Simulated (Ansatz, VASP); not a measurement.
# PbO: VASP beside Ansatz

```
CELL_PARAMETERS angstrom
3.97440 0.00000 0.00000
0.00000 3.97440 0.00000
0.00000 0.00000 5.17266
ATOMIC_POSITIONS crystal
Pb 0.00000 0.50000 0.23510
Pb 0.50000 0.00000 0.76490
O 0.00000 0.00000 0.00000
O 0.50000 0.50000 0.00000
```

Change from the starting cell: strain +0.000 along x and y, +0.030 along z, atoms carried along.

Alike in both runs: task single point; functional PBEsol; k mesh 8 × 8 × 6; occupations gaussian, width 0.05 eV; no spin polarisation.

|  | VASP | Ansatz |
| --- | --- | --- |
| version | VASP 6.6.1 | Ansatz 0.2.0 |
| potentials or method | VASP PAW PBE potentials, release 64 (Pb_d, O), cutoff 520 eV | scalar-relativistic, plane waves, PAW |
| valence electrons in the cell | 40 | 40 |

```csv
,VASP,Ansatz,Ansatz less VASP
gap on the k mesh at the Fermi level (eV),1.16,1.16,-0.007
least direct gap on the mesh (eV),2.10,2.10,-0.001
pressure (GPa),-1.2,-1.2,-0.07
"traceless stress, the component that is largest in VASP (GPa)",-0.75,-0.74,+0.011
rms of the force components (eV/Å),0.149,0.165,+0.0164
```

VASP's potentials were made for PBE, not for PBEsol. Atom by atom the forces differ by 0.016 eV/Å (rms over components). With one functional, cell and mesh, what is left measures potentials, basis and numerics.

Spin-orbit coupling is off throughout.
